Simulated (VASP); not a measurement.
# Pt (P4/nmm) in VASP: a series of runs

Pt is run at these levels: PBEsol; tasks: single point.

Program: VASP 6.6.1. These are calculated values, not measurements. Logs are shortened: lines on timing, memory, paths and dates and some standing lists are left out, and cuts for length are marked.

## Step 1: The cell of the first run

The structure is tetragonal, space group P4/nmm (No. 129). Conventional cell: a = 3.121 Å, b = 3.121 Å, c = 9.113 Å, α = 90.00°, β = 90.00°, γ = 90.00°. Pt (site symmetry 4mm) has 14 Pt at 2.57 to 3.12 Å within 3.4 Å. Within 3.6 Å of Pt (site symmetry 4mm) lie 14 Pt at 2.70 to 3.12 Å. Within 3.6 Å of Pt (site symmetry 4mm) lie 14 Pt at 2.70 to 3.12 Å.

## Step 2: Single point, PBEsol

The input, INCAR:

```
SYSTEM = Pt
  ALGO = Fast
  EDIFF = 1E-6
  ENCUT = 520
  GGA = PS
  ISIF = 2
  ISMEAR = 0
  LASPH = .True.
  LCHARG = .False.
  LREAL = .False.
  LWAVE = .False.
  NBANDS = 39
  NELM = 80
  PREC = Accurate
  SIGMA = 0.15
```

The input, KPOINTS:

```
k-points
0
Gamma
  14 14 5
  0 0 0
```

The input, POSCAR:

```
Pt
1.0
   -3.1208845721      0.0000000000      0.0000000000
    0.0000000000     -3.1208845721      0.0000000000
    0.0000000000      0.0000000000      9.1126537164
Pt
6
Direct
    0.5000000000      0.5000000000      0.0856024077
    0.0000000000      0.0000000000      0.9417977239
    0.5000000000      0.5000000000      0.4280805342
    0.0000000000      0.0000000000      0.2568414710
    0.5000000000      0.5000000000      0.7705586607
    0.0000000000      0.0000000000      0.5993195974
```

Potentials or basis: VASP PAW PBE potentials, release 64 (Pt).

On the command line:

```bash
$ cat potpaw_PBE.64/Pt/POTCAR > POTCAR
$ mpirun -np 1 vasp_std > vasp.out
```

OUTCAR:

```text
SYSTEM = Pt
   EDIFF = 1E-6
   ENCUT = 520
   GGA = PS
   ISIF = 2
   ISMEAR = 0
   LASPH = .True.
   LREAL = .False.
   NELM = 80
   PREC = Accurate

 ion  position               nearest neighbor table
   1  0.500  0.500  0.086-   2 2.57   2 2.57   2 2.57   2 2.57   4 2.70   4 2.70   4 2.70   4 2.70
                             5 2.87   3 3.12
   2  0.000  0.000  0.942-   1 2.57   1 2.57   1 2.57   1 2.57   5 2.70   5 2.70   5 2.70   5 2.70
                             4 2.87   6 3.12
   3  0.500  0.500  0.428-   4 2.70   6 2.70   4 2.70   6 2.70   4 2.70   6 2.70   4 2.70   6 2.70
                             5 3.12   1 3.12
   4  0.000  0.000  0.257-   3 2.70   3 2.70   3 2.70   3 2.70   1 2.70   1 2.70   1 2.70   1 2.70
                             2 2.87   6 3.12
   5  0.500  0.500  0.771-   2 2.70   2 2.70   2 2.70   2 2.70   6 2.70   6 2.70   6 2.70   6 2.70
                             1 2.87   3 3.12
   6  0.000  0.000  0.599-   3 2.70   3 2.70   3 2.70   3 2.70   5 2.70   5 2.70   5 2.70   5 2.70
                             4 3.12   2 3.12

  LATTYP: Found a simple tetragonal cell.
 ALAT       =     3.1208845721
 C/A-ratio  =     2.9198945061

  Lattice vectors:

 A1 = (  -3.1208845721,   0.0000000000,   0.0000000000)
 A2 = (   0.0000000000,  -3.1208845721,   0.0000000000)
 A3 = (   0.0000000000,   0.0000000000,   9.1126537164)

Analysis of symmetry for initial positions (statically):
=====================================================================
 Subroutine PRICEL returns:
 Original cell was already a primitive cell.

 Routine SETGRP: Setting up the symmetry group for a
 simple tetragonal supercell.

 Subroutine GETGRP returns: Found 16 space group operations
 (whereof  8 operations were pure point group operations)
 out of a pool of 16 trial point group operations.

The static configuration has the point symmetry C_4v.
 The point group associated with its full space group is D_4h.

Analysis of symmetry for dynamics (positions and initial velocities):
=====================================================================
 Subroutine PRICEL returns:
 Original cell was already a primitive cell.

 Routine SETGRP: Setting up the symmetry group for a
 simple tetragonal supercell.

 Subroutine GETGRP returns: Found 16 space group operations
 (whereof  8 operations were pure point group operations)
 out of a pool of 16 trial point group operations.

The dynamic configuration has the point symmetry C_4v.
 The point group associated with its full space group is D_4h.

 Subroutine INISYM returns: Found 16 space group operations
 (whereof  8 operations are pure point group operations),
 and found     1 'primitive' translations
[... 109 lines left out ...]
   ISIF   =      2    stress and relaxation
   ISYM   =      2    0-nonsym 1-usesym 2-fastsym
   POTIM  = 0.5000    time-step for ionic-motion
   TEBEG  =    0.0;   TEEND  =   0.0 temperature during run
   PSTRESS=    0.0 pullay stress
   NELECT =      60.0000    total number of electrons
   NUPDOWN=      -1.0000    fix difference up-down
   EMIN   =  10.00;   EMAX   =-10.00  energy-range for DOS
   EFERMI =   0.00;   METHOD = LEGACY
   ISMEAR =     0;   SIGMA  =   0.15  broadening in eV -4-tet -1-fermi 0-gaus
   EFERMI_NEDOS =   21; number of points for ismear=-14 and -15
   IALGO  =     68    algorithm
   IMIX   =      4    mixing-type and parameters
     AMIX     =   0.40;   BMIX     =  1.00
     AMIX_MAG =   1.60;   BMIX_MAG =  1.00
  volume/ion in A,a.u.               =      14.79        99.83
  Fermi-wavevector in a.u.,A,eV,Ry     =   1.436785  2.715130 28.087207  2.064351
  Thomas-Fermi vector in A             =   2.555935
   LORBIT       =      0    0 simple, 1 ext, 2 COOP (PROOUT), +10 PAW based schemes
   GGA     = PS    functional components
   LHFCALC =     F    Hartree Fock is set to
   AEXX    =    0.0000 exact exchange contribution
   IVDW    =     0    specifies the selected vdW correction
   LEPSILON=     F    determine dielectric tensor
   LRPA    =     F    only Hartree local field effects (RPA)
 non-spin polarized calculation
 RMM-DIIS sequential band-by-band and
 Gauss-broadening in eV      SIGMA  =   0.15
  energy-cutoff  :      520.00
  volume of cell :       88.76
 maximum number of plane-waves:      2416
 NGX is ok and might be reduce to    24
   NGX = 11   NGY = 11   NGZ = 33

 number of electron      60.0000001 magnetization

 Free energy of the ion-electron system (eV)
  ---------------------------------------------------
  ext. energy  EPLUGINS =         0.00000000
  ---------------------------------------------------
  free energy    TOTEN  =       -40.90782299 eV

  energy without entropy =      -40.84854650  energy(sigma->0) =      -40.87818475

 E-fermi :  11.2690     XC(G=0): -13.7302

 val. band max:       11.2599122634   @ k =   0.1429   0.0714   0.2000
 cond. band min:      11.2718406858   @ k =   0.3571   0.1429   0.0000
 fundamental gap:      0.0119284224
 Fermi energy:        11.2689877970

 k-point     1 :       0.0000    0.0000    0.0000
  band No.  band energies     occupation
      1       0.9073      2.00000
      2       3.1192      2.00000
      3       3.4025      2.00000
      4       4.2537      2.00000
      5       4.4231      2.00000
      6       5.5135      2.00000
[... 997 lines left out ...]
     38      17.8415      0.00000
     39      19.8202      0.00000

 [... further k-points ...]

------------------------ aborting loop because EDIFF is reached ----------------------------------------

  FORCE on cell =-STRESS in cart. coord.  units (eV):
  Direction    XX          YY          ZZ          XY          YZ          ZX
  --------------------------------------------------------------------------------------
  -------------------------------------------------------------------------------------
  Total        6.0120862      6.0120862      3.6313399      0.0000000     -0.0000000      0.0000000
  in kB      108.5264262    108.5264262     65.5506807      0.0000000     -0.0000000      0.0000000
  external PRESSURE =      94.2011777 kB  Pullay stress =       0.0000000 kB

 VOLUME and BASIS-vectors are now :
 -----------------------------------------------------------------------------
  energy-cutoff  :      520.00
  volume of cell :       88.76
      direct lattice vectors                 reciprocal lattice vectors
    -3.120884572  0.000000000  0.000000000    -0.320421976  0.000000000  0.000000000
     0.000000000 -3.120884572  0.000000000     0.000000000 -0.320421976  0.000000000
     0.000000000  0.000000000  9.112653716     0.000000000  0.000000000  0.109737518

 POSITION                                       TOTAL-FORCE (eV/Angst)
 -----------------------------------------------------------------------------------
     -1.56044     -1.56044      0.78007        -0.000000      0.000000      1.789185
      0.00000      0.00000      8.58228        -0.000000     -0.000000     -1.789185
     -1.56044     -1.56044      3.90095         0.000000      0.000000     -0.024580
      0.00000      0.00000      2.34051        -0.000000      0.000000      0.368929
     -1.56044     -1.56044      7.02183         0.000000     -0.000000     -0.368929
      0.00000      0.00000      5.46139        -0.000000      0.000000      0.024580
 -----------------------------------------------------------------------------------
    total drift:                               -0.000000      0.000000      0.000023

  FREE ENERGIE OF THE ION-ELECTRON SYSTEM (eV)
  ---------------------------------------------------
  free  energy   TOTEN  =       -40.9078229921 eV

  energy  without entropy=      -40.8485464988  energy(sigma->0) =      -40.87818475
```

stdout:

```text
POSCAR found type information on POSCAR Pt
 POSCAR found :  1 types and       6 ions
 scaLAPACK will be used
 -----------------------------------------------------------------------------
|                                                                             |
|                                                                             |
|     You enforced a specific xc type in the INCAR file but a different       |
|     I HOPE YOU KNOW WHAT YOU ARE DOING!                                     |
|                                                                             |
 -----------------------------------------------------------------------------

 LDA part: xc-table for (Slater+PW92), standard interpolation
 POSCAR, INCAR and KPOINTS ok, starting setup
 FFT: planning ... GRIDC
 FFT: planning ... GRID_SOFT
 FFT: planning ... GRID
 WAVECAR not read
 entering main loop
```

Wall time 2.1 min (1 thread of Intel Xeon 6975P-C (Granite Rapids), shared host); peak memory 0.37 GiB.

What came out:

```yaml
Free_energy: -40.9078 eV
Pressure: 9.4 GPa
Largest_force: 1.789 eV/Å
Band_gap_on_the_k_mesh: zero (bands 30 and 31 overlap by 1.18 eV)
```

Forces in eV/Å, atoms in the order of the input:
```
Pt   0.000  0.000  1.789
Pt   0.000  0.000 -1.789
Pt   0.000  0.000 -0.025
Pt   0.000  0.000  0.369
Pt   0.000  0.000 -0.369
Pt   0.000  0.000  0.025
```

Stress tensor (GPa, compression positive):
```
10.85  0.00  0.00
 0.00 10.85  0.00
 0.00  0.00  6.56
```

Caveat: the cell stands under pressure; the PAW data sets were made with another functional, which shifts forces and pressure a little; spin-orbit coupling is left out, which moves the levels of the heavy elements.

## Step 3: Single point, PBEsol

This run uses another cell than the first one, of 15.85 Å³/atom.

The input, INCAR:

```
SYSTEM = Pt
PREC     = Accurate       ! precision mode
ENCUT    = 520            ! plane-wave cutoff, eV
EDIFF    = 1E-6           ! SCF threshold, eV
ISMEAR   = 0              ! smearing method
SIGMA    = 0.15           ! smearing width, eV
LREAL    = .False.        ! projectors in reciprocal space
LASPH    = .True.         ! aspherical terms in the spheres
NELM     = 80             ! most SCF steps
ALGO     = Fast           ! electronic algorithm
ISIF     = 2              ! what is computed and relaxed
LWAVE    = .False.        ! write WAVECAR
LCHARG   = .True.         ! write CHGCAR
GGA      = PS             ! functional
LELF     = .True.         ! ELF
LVHAR    = .True.       
NBANDS   = 39             ! bands
```

The input, KPOINTS:

```
regular mesh
0
Gamma
  14 14 5
  0 0 0
```

The input, POSCAR:

```
Pt
1.0
   -3.1208845721      0.0000000000      0.0000000000
    0.0000000000     -3.1208845721      0.0000000000
    0.0000000000      0.0000000000      9.7626537164
Pt
6
Direct
    0.5000000000      0.5000000000      0.0799029774
    0.0000000000      0.0000000000      0.8790925888
    0.5000000000      0.5000000000      0.3995788219
    0.0000000000      0.0000000000      0.2397408996
    0.5000000000      0.5000000000      0.7192546665
    0.0000000000      0.0000000000      0.5594167442
```

Potentials or basis: VASP PAW PBE potentials, release 64 (Pt).

On the command line:

```bash
$ cat potpaw_PBE.64/Pt/POTCAR > POTCAR
$ mpirun -np 1 vasp_std > vasp.out
```

Run time: 2.2 min. Hardware: 1 thread of Intel Xeon 6975P-C (Granite Rapids), shared host; peak memory 0.4 GiB.

Results (log left out):

```yaml
Free_energy: -40.7811 eV
Pressure: -8.0 GPa
Largest_force: 1.240 eV/Å
Band_gap_on_the_k_mesh: zero (bands 30 and 31 overlap by 0.99 eV)
```

Forces in eV/Å, atoms in the order of the input:
```
Pt   0.000  0.000 -1.240
Pt   0.000  0.000  1.240
Pt   0.000  0.000 -0.002
Pt   0.000  0.000 -0.281
Pt   0.000  0.000  0.281
Pt   0.000  0.000  0.002
```

Stress tensor (GPa, compression positive):
```
-8.39  0.00  0.00
 0.00 -8.39  0.00
 0.00  0.00 -7.17
```

Levels at points of the mesh, in eV from the Fermi level:
| k point | band 28 | band 29 | band 30 | band 31 | band 32 | band 33 |
| --- | --- | --- | --- | --- | --- | --- |
| (0.00, 0.00, 0.00) | -0.82 | -0.56 | -0.41 | 0.47 | 0.48 | 0.48 |
| (0.50, 0.00, 0.00) | 0.15 | 0.36 | 0.36 | 0.47 | 0.47 | 0.66 |
| (0.50, 0.50, 0.00) | -0.36 | 0.38 | 0.38 | 0.95 | 0.95 | 5.04 |

Caveat: the cell stands under tension; the PAW data sets were made with another functional, which shifts forces and pressure a little; spin-orbit coupling is left out, which moves the levels of the heavy elements.

## Step 4: Single point, PBEsol

This run uses another cell than the first one, of 16.82 Å³/atom.

The input, INCAR:

```
PREC = Accurate
ENCUT = 520
EDIFF = 1E-7
ISMEAR = 0
SIGMA = 0.15
LREAL = False
LASPH = True
NELM = 100
ALGO = Fast
ISIF = 2
LWAVE = False
LCHARG = False
GGA = PS
NBANDS = 39
```

The input, KPOINTS:

```
regular mesh
0
Gamma
  14 14 5
```

The input, POSCAR:

```
Pt
1.0
   -3.1208845721      0.0000000000      0.0000000000
    0.0000000000     -3.1208845721      0.0000000000
    0.0000000000      0.0000000000     10.3626537164
Pt
6
Direct
    0.5000000000      0.5000000000      0.0752765768
    0.0000000000      0.0000000000      0.8281929286
    0.5000000000      0.5000000000      0.3764431175
    0.0000000000      0.0000000000      0.2258598472
    0.5000000000      0.5000000000      0.6776096582
    0.0000000000      0.0000000000      0.5270263879
```

On the command line:

```bash
$ cat potpaw_PBE.64/Pt/POTCAR > POTCAR
$ mpirun -np 1 vasp_std > vasp.out
```

Run time: 2.7 min. Hardware: 1 thread of Intel Xeon 6975P-C (Granite Rapids), shared host; peak memory 0.4 GiB.

It converged, with:

| Item | Value |
| --- | --- |
| Free energy | -39.7135 eV |
| Pressure | -10.6 GPa |
| Largest force | 1.182 eV/Å |
| Band gap on the k mesh | zero (bands 30 and 31 overlap by 0.88 eV) |

Forces on the atoms (eV/Å):
```
Pt   0.000  0.000 -1.182
Pt   0.000  0.000  1.182
Pt   0.000  0.000 -0.111
Pt   0.000  0.000 -0.419
Pt   0.000  0.000  0.419
Pt   0.000  0.000  0.111
```

Stress tensor (GPa, compression positive):
```
-10.76   0.00   0.00
  0.00 -10.76   0.00
  0.00   0.00 -10.27
```

Levels at points of the mesh, in eV from the Fermi level:
| k point | band 28 | band 29 | band 30 | band 31 | band 32 | band 33 |
| --- | --- | --- | --- | --- | --- | --- |
| (0.00, 0.00, 0.00) | -0.87 | -0.57 | -0.16 | 0.32 | 0.32 | 0.41 |
| (0.50, 0.00, 0.00) | 0.15 | 0.17 | 0.17 | 0.49 | 0.49 | 0.77 |
| (0.50, 0.50, 0.00) | -0.20 | 0.52 | 0.52 | 0.83 | 0.83 | 4.90 |

Caveat: the cell stands under tension; the PAW data sets were made with another functional, which shifts forces and pressure a little; spin-orbit coupling is left out, which moves the levels of the heavy elements.

## Step 5: Summary

```csv
cell,further INCAR settings,gap on the mesh (eV),pressure (GPa),largest force (eV/Å)
"a = 3.121, b = 3.121, c = 9.113 Å, 6 atoms",ALGO = Fast; EDIFF = 1e-06; NBANDS = 39,none,9.4,1.79
"a = 3.121, b = 3.121, c = 9.763 Å, 6 atoms",ALGO = Fast; EDIFF = 1e-06; NBANDS = 39,none,-8.0,1.24
"a = 3.121, b = 3.121, c = 10.363 Å, 6 atoms",ALGO = Fast; EDIFF = 1e-07; NBANDS = 39,none,-10.6,1.18
```

Alike in all rows: task single point; level PBEsol; potentials or basis VASP PAW PBE potentials, release 64 (Pt); no spin polarisation; k mesh 14 × 14 × 5; cutoff (eV) 520; smearing gaussian 0.15 eV.

Caveats: the PAW data sets were made with another functional, which shifts forces and pressure a little; spin-orbit coupling is left out, which moves the levels of the heavy elements; the cell stands under tension (at least some runs); the cell stands under pressure (at least some runs).

Total energies depend on the potentials used, so only differences within one code and one set of settings carry meaning.
